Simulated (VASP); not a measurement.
# K3SBr (Pm-3m) in VASP: a series of runs

K3SBr is run at these levels: PBE; tasks: single point, relaxation of cell and atoms.

All numbers are computed with VASP 6.6.1; they aren't measurements. Logs are shortened: lines on timing, memory, paths and dates and some standing lists are left out, and cuts for length are marked.

### 1 The cell of the first run

It takes space group Pm-3m (No. 221, cubic). The conventional cell has a = 5.965 Å, b = 5.965 Å, c = 5.965 Å, α = 90.00°, β = 90.00°, γ = 90.00°. Within 3.9 Å of K (site symmetry 4/mmm) lie 2 Br at 2.98 Å. S (site symmetry m-3m) has 12 K at 4.22 Å and 8 Br at 5.17 Å within 5.5 Å. Br (site symmetry m-3m) has 6 K at 2.98 Å within 3.9 Å.

The cell was generated, and may not be a known phase.

### 2 Single point, PBE

Input file INCAR:

```
PREC = Accurate
ENCUT = 520
EDIFF = 1E-7
ISMEAR = 0
SIGMA = 0.02
LREAL = False
LASPH = True
NELM = 100
ALGO = Normal
ISIF = 2
LWAVE = False
LCHARG = False
GGA = PE
NBANDS = 28
```

Input file KPOINTS:

```
Automatic mesh
0
Gamma
  6 6 6
```

Input file POSCAR:

```
K3SBr
1.0
    5.9652297521      0.0000000000      0.0000000000
    0.0000000000      5.9652297521      0.0000000000
    0.0000000000      0.0000000000      5.9652297521
K S Br
3 1 1
Direct
    0.0000000000      0.5000000000      0.0000000000
    0.0000000000      0.0000000000      0.5000000000
    0.5000000000      0.0000000000      0.0000000000
    0.5000000000      0.5000000000      0.5000000000
    0.0000000000      0.0000000000      0.0000000000
```

Potentials or basis: VASP PAW PBE potentials, release 64 (K_sv, S, Br).

Launch:

```sh
$ cat potpaw_PBE.64/K_sv/POTCAR potpaw_PBE.64/S/POTCAR potpaw_PBE.64/Br/POTCAR > POTCAR
$ mpirun -np 1 vasp_std > vasp.out
```

OUTCAR:

```text
PREC = Accurate
   ENCUT = 520
   EDIFF = 1E-7
   ISMEAR = 0
   LREAL = False
   LASPH = True
   NELM = 100
   ISIF = 2
   GGA = PE

 ion  position               nearest neighbor table
   1  0.000  0.500  0.000-   5 2.98   5 2.98
   2  0.000  0.000  0.500-   5 2.98   5 2.98
   3  0.500  0.000  0.000-   5 2.98   5 2.98
   4  0.500  0.500  0.500-
   5  0.000  0.000  0.000-   1 2.98   2 2.98   3 2.98   2 2.98   1 2.98   3 2.98

  LATTYP: Found a simple cubic cell.
 ALAT       =     5.9652297521

  Lattice vectors:

 A1 = (   5.9652297521,   0.0000000000,   0.0000000000)
 A2 = (   0.0000000000,   5.9652297521,   0.0000000000)
 A3 = (   0.0000000000,   0.0000000000,   5.9652297521)

Analysis of symmetry for initial positions (statically):
=====================================================================
 Subroutine PRICEL returns:
 Original cell was already a primitive cell.

 Routine SETGRP: Setting up the symmetry group for a
 simple cubic supercell.

 Subroutine GETGRP returns: Found 48 space group operations
 (whereof 48 operations were pure point group operations)
 out of a pool of 48 trial point group operations.

The static configuration has the point symmetry O_h .

Analysis of symmetry for dynamics (positions and initial velocities):
=====================================================================
 Subroutine PRICEL returns:
 Original cell was already a primitive cell.

 Routine SETGRP: Setting up the symmetry group for a
 simple cubic supercell.

 Subroutine GETGRP returns: Found 48 space group operations
 (whereof 48 operations were pure point group operations)
 out of a pool of 48 trial point group operations.

The dynamic configuration has the point symmetry O_h .

 Subroutine INISYM returns: Found 48 space group operations
 (whereof 48 operations are pure point group operations),
 and found     1 'primitive' translations

----------------------------------------------------------------------------------------

                                     Primitive cell

  volume of cell :     212.2665

  direct lattice vectors                    reciprocal lattice vectors
     5.965229752  0.000000000  0.000000000     0.167638137  0.000000000  0.000000000
     0.000000000  5.965229752  0.000000000     0.000000000  0.167638137  0.000000000
     0.000000000  0.000000000  5.965229752     0.000000000  0.000000000  0.167638137

  length of vectors
     5.965229752  5.965229752  5.965229752     0.167638137  0.167638137  0.167638137

  position of ions in fractional coordinates (direct lattice)
     0.000000000  0.500000000  0.000000000
     0.000000000  0.000000000  0.500000000
     0.500000000  0.000000000  0.000000000
     0.500000000  0.500000000  0.500000000
     0.000000000  0.000000000  0.000000000

  ion indices of the primitive-cell ions
   primitive index   ion index
                 1           1
                 2           2
                 3           3
                 4           4
                 5           5

----------------------------------------------------------------------------------------

 KPOINTS: Automatic mesh

Automatic generation of k-mesh.
 Grid dimensions read from file:
 generate k-points for:    6    6    6

 Generating k-lattice:

  Cartesian coordinates                     Fractional coordinates (reciprocal lattice)
     0.027939689  0.000000000  0.000000000     0.166666667  0.000000000  0.000000000
     0.000000000  0.027939689  0.000000000     0.000000000  0.166666667  0.000000000
     0.000000000  0.000000000  0.027939689     0.000000000  0.000000000  0.166666667

  Length of vectors
     0.027939689  0.027939689  0.027939689

  Shift w.r.t. Gamma in fractional coordinates (k-lattice)
     0.000000000  0.000000000  0.000000000

 Subroutine IBZKPT returns following result:
 ===========================================

 Found     20 irreducible k-points:

 Following reciprocal coordinates:
            Coordinates               Weight
  0.000000  0.000000  0.000000      1.000000
  0.166667  0.000000  0.000000      6.000000
  0.333333  0.000000  0.000000      6.000000
  0.500000  0.000000  0.000000      3.000000
  0.166667  0.166667  0.000000     12.000000
  0.333333  0.166667  0.000000     24.000000
[... 12 lines left out ...]
  0.500000  0.500000  0.333333      6.000000
  0.500000  0.500000  0.500000      1.000000
   k-points           NKPTS =     20   k-points in BZ     NKDIM =     20   number of bands    NBANDS=     28
   number of dos      NEDOS =    301   number of ions     NIONS =      5
   total plane-waves  NPLWV = 110592
   dimension x,y,z NGX =    48 NGY =   48 NGZ =   48
   dimension x,y,z NGXF=    96 NGYF=   96 NGZF=   96
   ions per type =               3   1   1
   NGX,Y,Z   is equivalent  to a cutoff of  13.38, 13.38, 13.38 a.u.
   NGXF,Y,Z  is equivalent  to a cutoff of  26.75, 26.75, 26.75 a.u.
 SYSTEM =  unknown system
   PREC   = accura    normal or accurate (medium, high low for compatibility)
   ISTART =      0    job   : 0-new  1-cont  2-samecut
   ICHARG =      2    charge: 1-file 2-atom 10-const
   ISPIN  =      1    spin polarized calculation?
   LNONCOLLINEAR =      F non collinear calculations
   LSORBIT =      F    spin-orbit coupling
   LASPH  =      T    aspherical Exc in radial PAW
   ENCUT  =  520.0 eV  38.22 Ry    6.18 a.u.  11.09 11.09 11.09*2*pi/ulx,y,z
   NELM   =    100;   NELMIN=  2; NELMDL= -5     # of ELM steps
   EDIFF  = 0.1E-06   stopping-criterion for ELM
   LREAL  =      F    real-space projection
   EDIFFG = 0.1E-05   stopping-criterion for IOM
   NSW    =      0    number of steps for IOM
   IBRION =     -1    ionic relax: 0-MD 1-quasi-New 2-CG
   NFREE  =      0    steps in history (QN), initial steepest desc. (CG)
   ISIF   =      2    stress and relaxation
   ISYM   =      2    0-nonsym 1-usesym 2-fastsym
   POTIM  = 0.5000    time-step for ionic-motion
   TEBEG  =    0.0;   TEEND  =   0.0 temperature during run
   PSTRESS=    0.0 pullay stress
   NELECT =      40.0000    total number of electrons
   NUPDOWN=      -1.0000    fix difference up-down
   EMIN   =  10.00;   EMAX   =-10.00  energy-range for DOS
   EFERMI =   0.00;   METHOD = LEGACY
   ISMEAR =     0;   SIGMA  =   0.02  broadening in eV -4-tet -1-fermi 0-gaus
   EFERMI_NEDOS =   21; number of points for ismear=-14 and -15
   IALGO  =     38    algorithm
   IMIX   =      4    mixing-type and parameters
     AMIX     =   0.40;   BMIX     =  1.00
     AMIX_MAG =   1.60;   BMIX_MAG =  1.00
  volume/ion in A,a.u.               =      42.45       286.49
  Fermi-wavevector in a.u.,A,eV,Ry     =   0.938572  1.773644 11.985612  0.880918
  Thomas-Fermi vector in A             =   2.065797
   LORBIT       =      0    0 simple, 1 ext, 2 COOP (PROOUT), +10 PAW based schemes
   GGA     = PE    functional components
   LHFCALC =     F    Hartree Fock is set to
   AEXX    =    0.0000 exact exchange contribution
   IVDW    =     0    specifies the selected vdW correction
   LEPSILON=     F    determine dielectric tensor
   LRPA    =     F    only Hartree local field effects (RPA)
 non-spin polarized calculation
 Gauss-broadening in eV      SIGMA  =   0.02
  energy-cutoff  :      520.00
  volume of cell :      212.27
 maximum number of plane-waves:      5832
 NGX is ok and might be reduce to    48
   NGX = 23   NGY = 23   NGZ = 23

 number of electron      39.9999993 magnetization

 Free energy of the ion-electron system (eV)
  ---------------------------------------------------
  ext. energy  EPLUGINS =         0.00000000
  ---------------------------------------------------
  free energy    TOTEN  =       -13.53482127 eV

  energy without entropy =      -13.53482127  energy(sigma->0) =      -13.53482127

 E-fermi :   0.1615     XC(G=0):  -6.7103

 val. band max:        0.0278167775   @ k =   0.0000   0.0000   0.0000
 cond. band min:       1.0249547448   @ k =   0.0000   0.0000   0.0000
 fundamental gap:      0.9971379673
 Fermi energy:         0.1615052639

 k-point     1 :       0.0000    0.0000    0.0000
  band No.  band energies     occupation
      1     -31.0104      2.00000
      2     -30.9898      2.00000
      3     -30.9898      2.00000
      4     -16.1126      2.00000
      5     -14.6618      2.00000
      6     -14.6618      2.00000
[... 20 lines left out ...]
     27       5.8537      0.00000
     28       5.8540      0.00000

 k-point     2 :       0.1667    0.0000    0.0000
  band No.  band energies     occupation
      1     -31.0091      2.00000
      2     -30.9909      2.00000
      3     -30.9898      2.00000
      4     -16.1749      2.00000
      5     -14.6579      2.00000
      6     -14.6579      2.00000
[... 20 lines left out ...]
     27       5.5563      0.00000
     28       5.8204      0.00000

 k-point     3 :       0.3333    0.0000    0.0000
  band No.  band energies     occupation
      1     -31.0060      2.00000
      2     -30.9939      2.00000
      3     -30.9898      2.00000
      4     -16.2826      2.00000
      5     -14.6496      2.00000
      6     -14.6496      2.00000
[... 20 lines left out ...]
     27       5.1146      0.00000
     28       5.5807      0.00000

 k-point     4 :       0.5000    0.0000    0.0000
  band No.  band energies     occupation
      1     -31.0035      2.00000
      2     -30.9962      2.00000
      3     -30.9898      2.00000
      4     -16.3302      2.00000
      5     -14.6452      2.00000
      6     -14.6452      2.00000
[... 454 lines left out ...]
     27       5.1966      0.00000
     28       5.3054      0.00000

 k-point    19 :       0.5000    0.5000    0.3333
  band No.  band energies     occupation
      1     -30.9963      2.00000
      2     -30.9962      2.00000
      3     -30.9962      2.00000
      4     -16.6236      2.00000
      5     -14.5346      2.00000
      6     -14.5238      2.00000
[... 20 lines left out ...]
     27       4.9956      0.00000
     28       5.5194      0.00000

 k-point    20 :       0.5000    0.5000    0.5000
  band No.  band energies     occupation
      1     -30.9962      2.00000
      2     -30.9962      2.00000
      3     -30.9962      2.00000
      4     -16.6588      2.00000
      5     -14.5236      2.00000
      6     -14.5236      2.00000
[... 20 lines left out ...]
     27       4.5876      0.00000
     28       5.5624      0.00000

------------------------ aborting loop because EDIFF is reached ----------------------------------------

  FORCE on cell =-STRESS in cart. coord.  units (eV):
  Direction    XX          YY          ZZ          XY          YZ          ZX
  --------------------------------------------------------------------------------------
  -------------------------------------------------------------------------------------
  Total        0.0473173      0.0473173      0.0473173      0.0000000     -0.0000000      0.0000000
  in kB        0.3571488      0.3571488      0.3571488      0.0000000     -0.0000000      0.0000000
  external PRESSURE =       0.3571488 kB  Pullay stress =       0.0000000 kB

 VOLUME and BASIS-vectors are now :
 -----------------------------------------------------------------------------
  energy-cutoff  :      520.00
  volume of cell :      212.27
      direct lattice vectors                 reciprocal lattice vectors
     5.965229752  0.000000000  0.000000000     0.167638137  0.000000000  0.000000000
     0.000000000  5.965229752  0.000000000     0.000000000  0.167638137  0.000000000
     0.000000000  0.000000000  5.965229752     0.000000000  0.000000000  0.167638137

 POSITION                                       TOTAL-FORCE (eV/Angst)
 -----------------------------------------------------------------------------------
      0.00000      2.98261      0.00000         0.000000      0.000000      0.000000
      0.00000      0.00000      2.98261         0.000000      0.000000      0.000000
      2.98261      0.00000      0.00000         0.000000      0.000000      0.000000
      2.98261      2.98261      2.98261         0.000000      0.000000      0.000000
      0.00000      0.00000      0.00000         0.000000      0.000000      0.000000
 -----------------------------------------------------------------------------------
    total drift:                                0.000000      0.000000      0.000000

  FREE ENERGIE OF THE ION-ELECTRON SYSTEM (eV)
  ---------------------------------------------------
  free  energy   TOTEN  =       -13.5348212699 eV

  energy  without entropy=      -13.5348212699  energy(sigma->0) =      -13.53482127
```

It took 85 s on 1 thread of AMD EPYC 9R45 (Zen 5), shared host; peak memory 0.35 GiB.

Results:

```
Free energy            : -13.5348 eV
Pressure               : 0.0 GPa
Band gap on the k mesh : 1.00 eV
```

A k mesh can miss the band edges.

(Continued in part 2 of 2.)
